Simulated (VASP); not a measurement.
**Ca: relaxation of volume and atoms at fixed shape with LDA**

Crystal: Ca.

```xyz
1
Lattice="0.0000 2.7942 2.7942 2.7942 0.0000 2.7942 2.7942 2.7942 0.0000" Properties=species:S:1:pos:R:3 pbc="T T T"
Ca    0.0000    0.0000    0.0000
```

| Quantity | Value |
| --- | --- |
| Program | VASP 6.6.1 |
| Task | relaxation of volume and atoms at fixed shape |
| Functional | LDA |
| Potentials or basis | VASP PAW LDA potentials, release 64 (Ca_sv) |
| Cutoff | 600 eV |
| k mesh | 14 × 14 × 14 |
| Occupations | fermi-dirac, width 0.05 eV |
| Spin | no spin polarisation |
| Dipole correction | no |
| Further INCAR settings | ALGO = Normal; EDIFF = 1e-06; IBRION = 2; EDIFFG = -0.01; NSW = 80; ISIF = 8 |

```yaml
Relaxed_volume: 38.07 Å³/atom
Relaxed_cell: a = 3.776 Å, b = 3.776 Å, c = 3.776 Å, α = 60.00°, β = 60.00°, γ = 60.00°
Space_group_after_relaxing_to_0.05_Å: Fm-3m (No. 225)
Energy_gained_by_relaxing: 40.2 meV/atom
Ionic_steps: 4
Pressure_after_relaxing: 0.0 GPa
Band_gap_on_the_k_mesh: zero (band 5 reaches 2.29 eV, above the bottom of band 6 at 2.18 eV)
```

The path:
```
step  energy change (eV)  largest force (eV/Å)  pressure (GPa)  volume (Å³)
   1              0.0000                0.0000           -2.13        43.63
   2             -0.0344                0.0000           -0.91        40.07
   3             -0.0402                0.0000           -0.06        38.19
   4             -0.0402                0.0000            0.00        38.07
```

Final structure:
```
Ca
1.0
     0.00000    2.67012    2.67012
     2.67012    0.00000    2.67012
     2.67012    2.67012    0.00000
Ca
1
Direct
  0.00000 0.00000 0.00000
```

Levels at points of the mesh, in eV from the Fermi level:
| k point | band 2 | band 3 | band 4 | band 5 | band 6 | band 7 | band 8 | band 9 |
| --- | --- | --- | --- | --- | --- | --- | --- | --- |
| (0.00, 0.00, 0.00) | -22.53 | -22.53 | -22.53 | -4.21 | 2.34 | 2.34 | 2.34 | 3.54 |
| (0.50, 0.00, 0.00) | -22.74 | -22.56 | -22.56 | -1.09 | -0.02 | 2.21 | 2.21 | 4.32 |
| (0.50, 0.50, 0.00) | -22.73 | -22.61 | -22.61 | -0.61 | 0.42 | 1.20 | 4.32 | 4.53 |

It took 83 s on 1 thread of Oxide Virtual Turin-like Processor, with other jobs on the host, peak memory 0.17 GiB.

Caveat: the volume moved by -13 % from the deposited cell, more than functionals usually miss. LDA usually gives volumes a few per cent too small.
